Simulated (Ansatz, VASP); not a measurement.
## Se in VASP and in Ansatz

```
Se
1.0
     2.72625    0.00000    0.00000
     0.00000    2.72625    0.00000
     0.00000    0.00000    2.85272
Se
1
Direct
  0.00000 0.00000 0.00000
```

Change from the starting cell: strain -0.030 along x and y, +0.015 along z, atoms carried along.

Alike in both runs: task single point; functional LDA; k mesh 16 × 16 × 16; occupations gaussian, width 0.15 eV; no spin polarisation.

```csv
,VASP,Ansatz
version,VASP 6.6.1,Ansatz 0.2.0
potentials or method,"VASP PAW LDA potentials, release 64 (Se), cutoff 520 eV","scalar-relativistic, plane waves, PAW"
valence electrons in the cell,6,16
```

Ansatz gave:

* gap on the k mesh at the Fermi level (eV): none
* pressure (GPa): 0.4
* traceless stress, the component that is largest in VASP (GPa): -2.47

Q: Which values does VASP return?

A: gap on the k mesh at the Fermi level (eV): none; pressure (GPa): 0.6; traceless stress, the component that is largest in VASP (GPa): -2.50.

LDA's correlation is that of Perdew and Zunger in VASP and of Perdew and Wang (1992) in Ansatz. A gap of «none» marks a metal or a gap that the smearing closes. VASP's potentials hold 6 valence electrons a cell and Ansatz's 16, so a difference there can come from the potentials and not from the codes.
